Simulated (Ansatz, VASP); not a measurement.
Au: VASP beside Ansatz

INCAR

```
SYSTEM = Au
PREC     = Accurate       ! precision mode
ENCUT    = 600            ! plane-wave cutoff, eV
EDIFF    = 1E-7           ! SCF threshold, eV
ISMEAR   = 0              ! smearing method
SIGMA    = 0.1            ! smearing width, eV
LREAL    = .FALSE.        ! projectors in reciprocal space
LASPH    = .TRUE.         ! aspherical terms in the spheres
NELM     = 80             ! most SCF steps
ALGO     = Fast           ! electronic algorithm
ISIF     = 3              ! what is computed and relaxed
LWAVE    = .FALSE.        ! write WAVECAR
LCHARG   = .FALSE.        ! write CHGCAR
GGA      = PS             ! functional
IBRION   = 2              ! ionic algorithm
NSW      = 90             ! ionic steps
EDIFFG   = -0.04          ! ionic threshold
```

The input KPOINTS:

```
regular mesh
0
G
  8 8 8
  0 0 0
```

Contents of POSCAR:

```
Au
1.0
    0.0000000000      2.0856442657      2.0856442657
    2.0856442657      0.0000000000      2.0856442657
    2.0856442657      2.0856442657      0.0000000000
Au
1
Direct
    0.0000000000      0.0000000000      0.0000000000
```

Input for Ansatz:

```yaml
crystal:
  lattice:
    - [0.0, 2.0856442657, 2.0856442657]
    - [2.0856442657, 0.0, 2.0856442657]
    - [2.0856442657, 2.0856442657, 0.0]
  atoms:
    - { symbol: Au, position: [0.0, 0.0, 0.0] }
basis:
  ecutwfc: 420
kpoints:
  mp_grid: { grid: [8, 8, 8] }
hamiltonian:
  xc: pbesol
scf:
  occupations: { method: gaussian, width: 0.1 }
  lower_state_search: "off"
output:
  forces: true
  stress: true
  eigenvalues: true
relax:
  adjacent_minimum: "off"
  f_tol: 0.04
  max_steps: 70
  cell: { stress_tol: 0.4 }
```

Alike in both runs: task relaxation of cell and atoms; functional PBEsol; k mesh 8 × 8 × 8; occupations gaussian, width 0.1 eV; no spin polarisation.

|  | VASP | Ansatz |
| --- | --- | --- |
| version | VASP 6.6.1 | Ansatz 0.2.0 |
| potentials or method | VASP PAW PBE potentials, release 64 (Au), cutoff 600 eV | scalar-relativistic, plane waves, PAW |
| valence electrons in the cell | 11 | 19 |

```csv
,VASP,Ansatz,Ansatz less VASP
"gap on the k mesh at the Fermi level, each at its own relaxed structure (eV)",none,none,-
relaxed volume (Å³/atom),17.12,17.08,-0.038
relaxed cell length with the largest relative difference (Å),2.893,2.891,-0.0021
```

VASP's potentials were made for PBE, not for PBEsol. A gap of «none» marks a metal or a gap that the smearing closes. VASP's potentials hold 11 valence electrons a cell and Ansatz's 19, so a difference there can come from the potentials and not from the codes.

Spin-orbit coupling is off throughout.
